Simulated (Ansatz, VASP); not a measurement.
One calculation of Tc, two programs

```
CELL_PARAMETERS angstrom
2.74000 0.00000 0.00000
-1.37000 2.37291 0.00000
0.00000 0.00000 4.39800
ATOMIC_POSITIONS crystal
Tc 0.33333 0.66667 0.25000
Tc 0.66667 0.33333 0.75000
```

Alike in both runs: task relaxation of cell and atoms; functional PBE; k mesh 18 × 18 × 10; occupations gaussian, width 0.05 eV; no spin polarisation.

|  | VASP | Ansatz |
| --- | --- | --- |
| version | VASP 6.6.1 | Ansatz 0.2.0 |
| potentials or method | VASP PAW PBE potentials, release 64 (Tc_pv), cutoff 600 eV | scalar-relativistic, plane waves, PAW |
| valence electrons in the cell | 26 | 30 |

```tsv
	VASP	Ansatz	Ansatz less VASP
gap on the k mesh at the Fermi level, each at its own relaxed structure (eV)	none	none	-
relaxed volume (Å³/atom)	14.41	14.43	+0.025
relaxed cell length with the largest relative difference (Å)	4.398	4.401	+0.0030
```

A gap of «none» marks a metal or a gap that the smearing closes. VASP's potentials hold 26 valence electrons a cell and Ansatz's 30, so a difference there can come from the potentials and not from the codes.
